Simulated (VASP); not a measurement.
Set up this calculation in VASP 6.6.1, as the native input.

```
Task                   : single point
Functional             : LDA
Potentials or basis    : VASP PAW LDA potentials, release 64 (Si)
Cutoff                 : 520 eV
k mesh                 : 2 × 2 × 2
Occupations            : gaussian, width 0.05 eV
Spin                   : no spin polarisation
Dipole correction      : no
Further INCAR settings : LREAL = Auto; ALGO = Normal; EDIFF = 1e-06; NBANDS = 48
```

The structure of Si (a cell with a defect) lies in POSCAR:

```
Si
1.0
    0.0000000000      5.4300000000      5.4300000000
    5.4300000000      0.0000000000      5.4300000000
    5.4300000000      5.4300000000      0.0000000000
Si
17
Direct
    0.0162174033      0.0161041436     -0.0485308471
    0.1152781768      0.1151533149      0.1202899632
   -0.0014790055     -0.0015953959      0.4921556169
    0.1417237569      0.1416068140      0.5749556169
   -0.0222471455      0.5088786372      0.0043848987
    0.1152782689      0.6491732965      0.1202900552
   -0.0014787293      0.5108116943      0.4921557090
    0.1151174954      0.6260644567      0.6326469613
    0.5089962247     -0.0223741252      0.0043796501
    0.6492835175      0.1151636280      0.1202842541
    0.5109298343     -0.0015930018      0.4921499079
    0.6261810313      0.1150027624      0.6326430939
    0.5089962247      0.5088932781      0.0043794659
    0.6099127072      0.6097918969      0.1703983425
    0.4846547882      0.4845402394      0.5461584715
    0.6261813076      0.6260667587      0.6326430018
    0.3112369245      0.3111210866      1.0664157459
```

These files were run (other wordings do the same):

INCAR

```
SYSTEM = Si
  ALGO = Normal
  EDIFF = 1E-6
  ENCUT = 520
  GGA = CA
  ISIF = 2
  ISMEAR = 0
  LASPH = .TRUE.
  LCHARG = .FALSE.
  LREAL = Auto
  LWAVE = .FALSE.
  NBANDS = 48
  NELM = 80
  PREC = Accurate
  SIGMA = 0.05
```

KPOINTS

```
k-points
0
G
  2 2 2
  0 0 0
```

Potentials or basis: VASP PAW LDA potentials, release 64 (Si).

The run is started by

```console
$ cat potpaw_LDA.64/Si/POTCAR > POTCAR
$ mpirun -np 1 vasp_std > vasp.out
```

Results of the run:

The pressure is 1.4 GPa. The largest force is 0.009 eV/Å. The band gap on the k mesh is zero (bands 34 and 35 overlap by 0.03 eV).

Caveat: the k points lie up to 0.50 Å⁻¹ apart.

It took 76 s on 1 thread of Intel(R) Xeon(R) 6975P-C (Granite Rapids), with other jobs on the host, peak memory 0.36 GiB.
